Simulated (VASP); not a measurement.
# CuSi16 (a cell with a defect) in VASP: relaxation of the atoms with PBE+D3(BJ)

Aim: the relaxation of the atoms of CuSi16 (a cell with a defect) with PBE+D3(BJ).

All numbers are computed with VASP 6.6.1; they aren't measurements. Logs are shortened: lines on timing, memory, paths and dates and some standing lists are left out, and cuts for length are marked.

### Step 1. The cell of the first run

The cell holds a defect, 17 atoms: a = 7.679 Å, b = 7.679 Å, c = 7.679 Å, α = 60.00°, β = 60.00°, γ = 60.00°.

### Step 2. Relaxation of the atoms, PBE+D3(BJ)

Contents of INCAR:

```
SYSTEM = CuSi16
ALGO = Normal
EDIFF = 1E-6
EDIFFG = -0.03
ENCUT = 520
GGA = PE
IBRION = 2
ISIF = 2
ISMEAR = 0
IVDW = 12
LASPH = .True.
LCHARG = .False.
LREAL = Auto
LWAVE = .False.
NELECT = 74.0
NELM = 80
NSW = 80
PREC = Accurate
SIGMA = 0.02
```

Contents of KPOINTS:

```
k-points
0
Gamma
  2 2 2
  0 0 0
```

Contents of POSCAR:

```
CuSi16
1.0
    0.0000000000      5.4300000000      5.4300000000
    5.4300000000      0.0000000000      5.4300000000
    5.4300000000      5.4300000000      0.0000000000
Si Cu
16 1
Direct
    0.0000000000      0.0000000000      0.0000000000
    0.1250000000      0.1250000000      0.1250000000
    0.0000000000      0.0000000000      0.5000000000
    0.1250000000      0.1250000000      0.6250000000
    0.0000000000      0.5000000000      0.0000000000
    0.1250000000      0.6250000000      0.1250000000
    0.0000000000      0.5000000000      0.5000000000
    0.1250000000      0.6250000000      0.6250000000
    0.5000000000      0.0000000000      0.0000000000
    0.6250000000      0.1250000000      0.1250000000
    0.5000000000      0.0000000000      0.5000000000
    0.6250000000      0.1250000000      0.6250000000
    0.5000000000      0.5000000000      0.0000000000
    0.6250000000      0.6250000000      0.1250000000
    0.5000000000      0.5000000000      0.5000000000
    0.6250000000      0.6250000000      0.6250000000
    0.2352395000      0.2494539000      0.2569171000
```

Potentials or basis: VASP PAW PBE potentials, release 64 (Si, Cu).

Command:

```bash
$ cat potpaw_PBE.64/Si/POTCAR potpaw_PBE.64/Cu/POTCAR > POTCAR
$ mpirun -np 1 vasp_std > vasp.out
```

OUTCAR:

```text
SYSTEM = CuSi16
   EDIFF = 1E-6
   EDIFFG = -0.03
   ENCUT = 520
   GGA = PE
   IBRION = 2
   ISIF = 2
   ISMEAR = 0
   IVDW = 12
   LASPH = .True.
   LREAL = Auto
   NELECT = 74.0
   NELM = 80
   NSW = 80
   PREC = Accurate
 IVDW          = 12

 ion  position               nearest neighbor table
   1  0.000  0.000  0.000-   2 2.35   4 2.35   6 2.35  10 2.35
   2  0.125  0.125  0.125-  17 2.30   3 2.35   5 2.35   9 2.35   1 2.35
   3  0.000  0.000  0.500-   2 2.35   4 2.35   8 2.35  12 2.35  17 2.63
   4  0.125  0.125  0.625-  17 2.31   3 2.35   7 2.35  11 2.35   1 2.35
   5  0.000  0.500  0.000-   2 2.35   6 2.35   8 2.35  14 2.35  17 2.67
   6  0.125  0.625  0.125-   1 2.35   5 2.35   7 2.35  13 2.35  17 2.36
   7  0.000  0.500  0.500-   4 2.35   6 2.35   8 2.35  16 2.35  17 2.68
   8  0.125  0.625  0.625-   3 2.35   5 2.35   7 2.35  15 2.35
   9  0.500  0.000  0.000-   2 2.35  10 2.35  12 2.35  14 2.35  17 2.75
  10  0.625  0.125  0.125-   1 2.35   9 2.35  11 2.35  13 2.35  17 2.44
  11  0.500  0.000  0.500-   4 2.35  10 2.35  12 2.35  16 2.35  17 2.76
  12  0.625  0.125  0.625-   3 2.35   9 2.35  11 2.35  15 2.35
  13  0.500  0.500  0.000-   6 2.35  10 2.35  14 2.35  16 2.35  17 2.80
  14  0.625  0.625  0.125-   5 2.35   9 2.35  13 2.35  15 2.35
  15  0.500  0.500  0.500-   8 2.35  12 2.35  14 2.35  16 2.35
  16  0.625  0.625  0.625-   7 2.35  11 2.35  13 2.35  15 2.35
  17  0.235  0.249  0.257-   2 2.30   4 2.31   6 2.36  10 2.44   3 2.63   5 2.67   7 2.68   9 2.75
                            11 2.76  13 2.80

  LATTYP: Found a face centered cubic cell.
 ALAT       =    10.8600000000

  Lattice vectors:

 A1 = (   0.0000000000,   5.4300000000,   5.4300000000)
 A2 = (   5.4300000000,   0.0000000000,   5.4300000000)
 A3 = (   5.4300000000,   5.4300000000,   0.0000000000)

Analysis of symmetry for initial positions (statically):
=====================================================================
 Subroutine PRICEL returns:
 Original cell was already a primitive cell.

 Routine SETGRP: Setting up the symmetry group for a
 face centered cubic supercell.

 Subroutine GETGRP returns: Found  1 space group operations
 (whereof  1 operations were pure point group operations)
 out of a pool of 48 trial point group operations.

The static configuration has the point symmetry C_1 .

Analysis of symmetry for dynamics (positions and initial velocities):
=====================================================================
 Subroutine PRICEL returns:
 Original cell was already a primitive cell.

 Routine SETGRP: Setting up the symmetry group for a
 face centered cubic supercell.

 Subroutine GETGRP returns: Found  1 space group operations
 (whereof  1 operations were pure point group operations)
 out of a pool of 48 trial point group operations.

The dynamic configuration has the point symmetry C_1 .

 Subroutine INISYM returns: Found  1 space group operations
[... 105 lines left out ...]
   LNONCOLLINEAR =      F non collinear calculations
   LSORBIT =      F    spin-orbit coupling
   LASPH  =      T    aspherical Exc in radial PAW
   ENCUT  =  520.0 eV  38.22 Ry    6.18 a.u.  14.28 14.28 14.28*2*pi/ulx,y,z
   NELM   =     80;   NELMIN=  2; NELMDL= -5     # of ELM steps
   EDIFF  = 0.1E-05   stopping-criterion for ELM
   LREAL  =      T    real-space projection
   EDIFFG = -.3E-01   stopping-criterion for IOM
   NSW    =     80    number of steps for IOM
   IBRION =      2    ionic relax: 0-MD 1-quasi-New 2-CG
   NFREE  =      1    steps in history (QN), initial steepest desc. (CG)
   ISIF   =      2    stress and relaxation
   ISYM   =      2    0-nonsym 1-usesym 2-fastsym
   POTIM  = 0.5000    time-step for ionic-motion
   TEBEG  =    0.0;   TEEND  =   0.0 temperature during run
   PSTRESS=    0.0 pullay stress
   NELECT =      74.0000    total number of electrons
   NUPDOWN=      -1.0000    fix difference up-down
   EMIN   =  10.00;   EMAX   =-10.00  energy-range for DOS
   EFERMI =   0.00;   METHOD = LEGACY
   ISMEAR =     0;   SIGMA  =   0.02  broadening in eV -4-tet -1-fermi 0-gaus
   EFERMI_NEDOS =   21; number of points for ismear=-14 and -15
   IALGO  =     38    algorithm
   IMIX   =      4    mixing-type and parameters
     AMIX     =   0.40;   BMIX     =  1.00
     AMIX_MAG =   1.60;   BMIX_MAG =  1.00
  volume/ion in A,a.u.               =      18.84       127.11
  Fermi-wavevector in a.u.,A,eV,Ry     =   1.004636  1.898488 13.732283  1.009294
  Thomas-Fermi vector in A             =   2.137265
   LORBIT       =      0    0 simple, 1 ext, 2 COOP (PROOUT), +10 PAW based schemes
   GGA     = PE    functional components
   LHFCALC =     F    Hartree Fock is set to
   AEXX    =    0.0000 exact exchange contribution
   IVDW    =    12    specifies the selected vdW correction
   LEPSILON=     F    determine dielectric tensor
   LRPA    =     F    only Hartree local field effects (RPA)
 conjugate gradient relaxation of ions
 non-spin polarized calculation
 Gauss-broadening in eV      SIGMA  =   0.02
  energy-cutoff  :      520.00
  volume of cell :      320.21
 maximum number of plane-waves:      8646
 NGX is ok and might be reduce to    60
   NGX = 29   NGY = 29   NGZ = 29

--------------------------------------- Ionic step        1  -------------------------------------------

 number of electron      74.0000004 magnetization

 Free energy of the ion-electron system (eV)
  ---------------------------------------------------
  ext. energy  EPLUGINS =         0.00000000
  ---------------------------------------------------
  free energy    TOTEN  =       -94.06597675 eV

  energy without entropy =      -94.06292158  energy(sigma->0) =      -94.06444916

------------------------ aborting loop because EDIFF is reached ----------------------------------------

 Edisp (eV)   -5.66941

 E8    (eV) :    -2.3512
[... 150 lines left out ...]
  FREE ENERGIE OF THE ION-ELECTRON SYSTEM (eV)
  ---------------------------------------------------
  free  energy   TOTEN  =       -99.8472329515 eV

  energy  without entropy=      -99.8447653174  energy(sigma->0) =      -99.84599913

[... ionic steps 4 to 27 ...]

--------------------------------------- Ionic step       28  -------------------------------------------

 number of electron      74.0000002 magnetization

------------------------ aborting loop because EDIFF is reached ----------------------------------------
[... 105 lines left out ...]
--------------------------------------- Ionic step       30  -------------------------------------------

 number of electron      74.0000003 magnetization

 Free energy of the ion-electron system (eV)
  ---------------------------------------------------
  ext. energy  EPLUGINS =         0.00000000
  ---------------------------------------------------
  free energy    TOTEN  =       -94.21843985 eV

  energy without entropy =      -94.21843985  energy(sigma->0) =      -94.21843985

 E-fermi :   6.3184     XC(G=0):  -9.6080

 val. band max:        6.2219368113   @ k =   0.0000   0.0000   0.0000
 cond. band min:       6.5366642558   @ k =   0.0000   0.0000   0.0000
 fundamental gap:      0.3147274445
 Fermi energy:         6.3184293269

 k-point     1 :       0.0000    0.0000    0.0000
  band No.  band energies     occupation
      1      -5.8953      2.00000
      2      -3.5457      2.00000
      3      -3.5071      2.00000
      4      -3.4762      2.00000
      5      -3.4705      2.00000
      6      -2.0453      2.00000
[... 429 lines left out ...]
  FREE ENERGIE OF THE ION-ELECTRON SYSTEM (eV)
  ---------------------------------------------------
  free  energy   TOTEN  =       -99.8878121720 eV

  energy  without entropy=      -99.8878121720  energy(sigma->0) =      -99.88781217

 reached required accuracy - stopping structural energy minimisation
```

OSZICAR:

```text
N       E                     dE             d eps       ncg     rms          rms(c)
DAV:   1     0.354923619053E+03    0.35492E+03   -0.28081E+04   736   0.139E+03
DAV:   2    -0.469061329725E+02   -0.40183E+03   -0.38368E+03   760   0.272E+02
DAV:   3    -0.952711240863E+02   -0.48365E+02   -0.46315E+02  1010   0.881E+01
[... 244 lines left out ...]
DAV:   1    -0.942183876920E+02   -0.26895E-03   -0.13531E-02   736   0.472E-01    0.421E-02
DAV:   2    -0.942184455066E+02   -0.57815E-04   -0.68955E-04  1096   0.153E-01    0.181E-02
DAV:   3    -0.942184406807E+02    0.48259E-05   -0.34938E-05  1146   0.596E-02    0.110E-02
DAV:   4    -0.942184403376E+02    0.34312E-06   -0.12052E-05  1056   0.704E-02    0.687E-03
DAV:   5    -0.942184398506E+02    0.48695E-06   -0.43049E-06   810   0.561E-02
  30 F= -.99887812E+02 E0= -.99887812E+02  d E =-.310613E-03
```

CONTCAR:

```text
CuSi16
   1.00000000000000
     0.0000000000000000    5.4299999999999997    5.4299999999999997
     5.4299999999999997    0.0000000000000000    5.4299999999999997
     5.4299999999999997    5.4299999999999997    0.0000000000000000
  Si              Cu
    16     1
Direct
     0.9813298469549054    0.9902388179510584    0.9963952854967149
     0.1132836094443185    0.1121870021923849    0.1136487239191690
     0.0007562324823185    0.9974764261481601    0.4948919512074991
     0.1277274202763595    0.1259502887319364    0.6282426892601284
     0.0031238982188226    0.4924253921133379    0.9974672312320657
     0.1310773085988062    0.6222156814474572    0.1282603623719148
[... 9 lines left out ...]
     0.6322121086966962    0.6289107201082550    0.6259228372395856
     0.2214709575572013    0.2409719445321657    0.2478846351792349

  0.00000000E+00  0.00000000E+00  0.00000000E+00
  0.00000000E+00  0.00000000E+00  0.00000000E+00
  0.00000000E+00  0.00000000E+00  0.00000000E+00
  0.00000000E+00  0.00000000E+00  0.00000000E+00
  0.00000000E+00  0.00000000E+00  0.00000000E+00
  0.00000000E+00  0.00000000E+00  0.00000000E+00
[... 9 lines left out ...]
  0.00000000E+00  0.00000000E+00  0.00000000E+00
  0.00000000E+00  0.00000000E+00  0.00000000E+00
```

Wall time 1.7 h (1 thread of Oxide Virtual Turin-like, shared host); peak memory 0.53 GiB.

What came out:

| Quantity | Value |
| --- | --- |
| Free energy | -99.8878 eV |
| Energy gained by relaxing | 9.0 meV/atom |
| Ionic steps | 30 |
| Largest force after relaxing | 0.018 eV/Å |
| Dispersion energy per atom | -0.333 eV |

Forces on the atoms (eV/Å):
```
Si  -0.007 -0.011  0.013
Si   0.005 -0.002  0.001
Si  -0.007 -0.011 -0.008
Si  -0.008 -0.006  0.005
Si   0.010 -0.002  0.001
Si  -0.005 -0.012  0.000
Si   0.005 -0.006  0.006
Si   0.003  0.005 -0.002
Si   0.004  0.002 -0.003
Si  -0.006  0.006  0.007
Si  -0.003  0.008  0.003
Si   0.003  0.010 -0.009
Si   0.006 -0.003  0.004
Si   0.007  0.006 -0.007
Si   0.002  0.003 -0.007
Si  -0.006  0.003 -0.010
Cu  -0.003  0.009  0.006
```

Step by step:
| step | energy change (eV) | largest force (eV/Å) | pressure (GPa) |
| --- | --- | --- | --- |
| 1 | 0.0000 | 1.0774 | -3.28 |
| 2 | -0.1118 | 0.2313 | -3.70 |
| 3 | -0.1119 | 0.2273 | -3.69 |
| 4 | -0.1165 | 0.1236 | -3.72 |
| 5 | -0.1175 | 0.1558 | -3.71 |
| 6 | -0.1198 | 0.0645 | -3.71 |
| 7 | -0.1200 | 0.0802 | -3.69 |
| 8 | -0.1216 | 0.0580 | -3.70 |
| 9 | -0.1224 | 0.0850 | -3.73 |
| 10 | -0.1234 | 0.0790 | -3.73 |
| 11 | -0.1234 | 0.0785 | -3.71 |
| 12 | -0.1247 | 0.0835 | -3.72 |
| 13 | -0.1256 | 0.1196 | -3.70 |
| 14 | -0.1262 | 0.1173 | -3.71 |
| 15 | -0.1278 | 0.1122 | -3.72 |
| 16 | -0.1305 | 0.1035 | -3.72 |
| 17 | -0.1335 | 0.1389 | -3.72 |
| 18 | -0.1374 | 0.0917 | -3.74 |
| 19 | -0.1397 | 0.1053 | -3.75 |
| 20 | -0.1419 | 0.0696 | -3.79 |
| 21 | -0.1426 | 0.0882 | -3.80 |
| 22 | -0.1458 | 0.0587 | -3.82 |
| 23 | -0.1474 | 0.0900 | -3.82 |
| 24 | -0.1491 | 0.0560 | -3.84 |
| 25 | -0.1492 | 0.0635 | -3.86 |
| 26 | -0.1504 | 0.0531 | -3.87 |
| 27 | -0.1508 | 0.0752 | -3.88 |
| 28 | -0.1517 | 0.0444 | -3.87 |
| 29 | -0.1521 | 0.0377 | -3.87 |
| 30 | -0.1524 | 0.0183 | -3.86 |

Final structure:
```cif
data_structure
_symmetry_space_group_name_H-M 'P 1'
_symmetry_Int_Tables_number 1
_cell_length_a 7.6792
_cell_length_b 7.6792
_cell_length_c 7.6792
_cell_angle_alpha 60.000
_cell_angle_beta 60.000
_cell_angle_gamma 60.000
_cell_volume 320.21
loop_
_atom_site_label
_atom_site_type_symbol
_atom_site_fract_x
_atom_site_fract_y
_atom_site_fract_z
_atom_site_occupancy
Si1 Si 0.98133 0.99024 0.99640 1
Si2 Si 0.11328 0.11219 0.11365 1
Si3 Si 0.00076 0.99748 0.49489 1
Si4 Si 0.12773 0.12595 0.62824 1
Si5 Si 0.00312 0.49243 0.99747 1
Si6 Si 0.13108 0.62222 0.12826 1
Si7 Si 0.00532 0.50282 0.50542 1
Si8 Si 0.13750 0.62540 0.62524 1
Si9 Si 0.49126 0.00185 0.99957 1
Si10 Si 0.61230 0.13328 0.13238 1
Si11 Si 0.50324 0.00179 0.50808 1
Si12 Si 0.62852 0.13223 0.62690 1
Si13 Si 0.50612 0.50825 0.99884 1
Si14 Si 0.63073 0.62922 0.12781 1
Si15 Si 0.50927 0.50422 0.49996 1
Si16 Si 0.63221 0.62891 0.62592 1
Cu1 Cu 0.22147 0.24097 0.24788 1
```

Caveat: the k points lie up to 0.50 Å⁻¹ apart; the cell carries a net charge on a neutralising background, which shifts energy and pressure; the cell is charged against a uniform background, so pressure and absolute levels hang on convention.
